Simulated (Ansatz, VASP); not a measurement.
Two plane-wave programs on Cd3O

```xyz
8
Lattice="5.2610 0.0000 0.0000 -2.6305 4.5562 0.0000 0.0000 0.0000 6.4083" Properties=species:S:1:pos:R:3 pbc="T T T"
Cd    3.4413    0.0000    4.8062
Cd    0.9099    1.5759    4.8062
Cd   -0.9099    1.5759    1.6021
Cd    1.8197    0.0000    1.6021
Cd    1.7206    2.9802    1.6021
Cd   -1.7206    2.9802    4.8062
O     0.0000    0.0000    0.0000
O     0.0000    0.0000    3.2041
```

Alike in both runs: functional PBE; k mesh 3 × 3 × 3; occupations gaussian, width 0.2 eV; no spin polarisation.

Ansatz relaxed the structure, and its values are those at the end. VASP's run is a single point on that final structure, the one shown.

```csv
,VASP,Ansatz
version,VASP 6.6.1,Ansatz 0.2.0
potentials or method,"VASP PAW PBE potentials, release 64 (Cd, O), cutoff 520 eV","scalar-relativistic, plane waves, PAW"
valence electrons in the cell,84,132
```

|  | VASP | Ansatz | Ansatz less VASP |
| --- | --- | --- | --- |
| gap on the k mesh at the Fermi level (eV) | none | none | - |
| pressure (GPa) | 0.4 | -0.1 | -0.52 |
| rms of the force components (eV/Å) | 0.023 | 0.003 | -0.0203 |

A gap of «none» marks a metal or a gap that the smearing closes. VASP's potentials hold 84 valence electrons a cell and Ansatz's 132, so a difference there can come from the potentials and not from the codes.

The k mesh is coarse, so the values compare programs but aren't converged.
